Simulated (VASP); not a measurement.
Wanted: the native input for a VASP 6.6.1 run.

| Property | Result |
| --- | --- |
| Task | electric field gradients |
| Functional | PBEsol |
| Potentials or basis | VASP PAW PBE potentials, release 64 (Hf_pv, N) |
| Cutoff | 520 eV |
| k mesh | 10 × 10 × 10 |
| Occupations | fermi-dirac, width 0.01 eV |
| Spin | no spin polarisation |
| Dipole correction | no |
| Further INCAR settings | ALGO = Normal; EDIFF = 1e-08; NBANDS = 14 |

The structure of HfN lies in POSCAR:

```
HfN
1.0
    0.0000000000      2.2665050385      2.2665050385
    2.2665050385      0.0000000000      2.2665050385
    2.2665050385      2.2665050385      0.0000000000
Hf N
1 1
Direct
    0.0000000000      0.0000000000      0.0000000000
    0.5000000000      0.5000000000      0.5000000000
```

This cell differs from its parent crystal: volume scaled by 1.01.

The input as run:

INCAR

```
SYSTEM = HfN
  PREC = Accurate
  ENCUT = 520
  EDIFF = 1E-8
  ISMEAR = -1
  SIGMA = 0.01
  LREAL = .FALSE.
  LASPH = .TRUE.
  NELM = 80
  ALGO = Normal
  ISIF = 2
  LWAVE = .FALSE.
  LCHARG = .FALSE.
  GGA = PS
  LEFG = .TRUE.
  NBANDS = 14
```

KPOINTS

```
regular mesh
0
G
  10 10 10
  0 0 0
```

Potentials or basis: VASP PAW PBE potentials, release 64 (Hf_pv, N).

Launch:

```bash
$ cat potpaw_PBE.64/Hf_pv/POTCAR potpaw_PBE.64/N/POTCAR > POTCAR
$ mpirun -np 1 vasp_std > vasp.out
```

Results of the run:

| Quantity | Value |
| --- | --- |
| Pressure | -7.8 GPa |

Caveat: without QUAD_EFG the Cq values of the log hold for a quadrupole moment of 1 mb, not for the nuclei; the PAW data sets were made with another functional, which shifts forces and pressure a little.

Run time: 8.1 s on 1 thread of Intel(R) Xeon(R) Platinum 8488C (Sapphire Rapids), with other jobs on the host, peak memory 0.14 GiB.
